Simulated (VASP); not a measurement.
Crystal: NiSb (Breithauptite).

```
Sb Ni
1.0
     3.92800    0.00000    0.00000
    -1.96400    3.40175    0.00000
     0.00000    0.00000    5.12000
Sb Ni
2 2
Direct
  0.66667 0.33333 0.75000
  0.33333 0.66667 0.25000
  0.00000 0.00000 0.50000
  0.00000 0.00000 0.00000
```

Base run:

| Item | Value |
| --- | --- |
| Program | VASP 6.6.1 |
| Functional | PBEsol |
| Potentials or basis | VASP PAW PBE potentials, release 64 (Sb, Ni) |
| Cutoff | 520 eV |
| k mesh | 8 × 8 × 5 |
| Occupations | fermi-dirac, width 0.05 eV |
| Spin | collinear spin, ferromagnetic start |
| Starting moments | [0.0, 0.0, 1.0, 1.0] μB |

Its results: band gap on the k mesh zero (filled and empty bands overlap); pressure -2.0 GPa; net moment 0.00 μB per cell.

The run is repeated on the same cell with these changes: functional from PBEsol to PBE; further incar settings from ALGO = Normal; EDIFF = 1e-07; NBANDS = 27 to ALGO = Normal; EDIFF = 1e-06; NBANDS = 27. What comes out?

Band gap on the k mesh zero (filled and empty bands overlap); pressure 3.7 GPa; net moment 0.00 μB per cell.

Caveats: spin-orbit coupling is left out, which moves the levels of the heavy elements; the PAW data sets were made with another functional, which shifts forces and pressure a little (some runs).
